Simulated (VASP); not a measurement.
Input of a VASP 6.6.1 run:

File INCAR:

```
PREC = Accurate
ENCUT = 520
EDIFF = 1E-7
ISMEAR = 0
SIGMA = 0.1
LREAL = False
LASPH = True
NELM = 60
ALGO = Fast
ISIF = 2
LWAVE = False
LCHARG = True
GGA = PE
LELF = True
LVHAR = True
NBANDS = 27
```

Contents of KPOINTS:

```
Automatic mesh
0
Gamma
  4 4 4
```

File POSCAR:

```
Be4Os
1.0
    2.2466258100     -4.1396741600      0.0000000000
    2.2466258100      4.1396741600      0.0000000000
    0.0000000000      0.0000000000      4.5439400900
Be Os
8 2
Direct
    0.4665390300      0.2045448700      0.8327423300
    0.5334609700      0.7954551300      0.8327423300
    0.9665390300      0.7045448700      0.6672576700
    0.7954551300      0.5334609700      0.1672576700
    0.7045448700      0.9665390300      0.3327423300
    0.2045448700      0.4665390300      0.1672576700
    0.2954551300      0.0334609700      0.3327423300
    0.0334609700      0.2954551300      0.6672576700
    0.0000000000      0.0000000000      0.0000000000
    0.5000000000      0.5000000000      0.5000000000
```

Potentials or basis: VASP PAW PBE potentials, release 64 (Be, Os).

Command:

```sh
$ cat potpaw_PBE.64/Be/POTCAR potpaw_PBE.64/Os/POTCAR > POTCAR
$ mpirun -np 1 vasp_std > vasp.out
```

(1) Predict the largest force.

(2) What does it give for the band gap on the k mesh?

Results:

(1) 3.477 eV/Å.

(2) zero (band 16 reaches 9.03 eV, above the bottom of band 17 at 8.53 eV).

Caveat: the k points lie up to 0.40 Å⁻¹ apart; spin-orbit coupling is left out, which moves the levels of the heavy elements; forces of over 1 eV/Å act on the atoms, so gaps and moduli don't describe the material at rest.
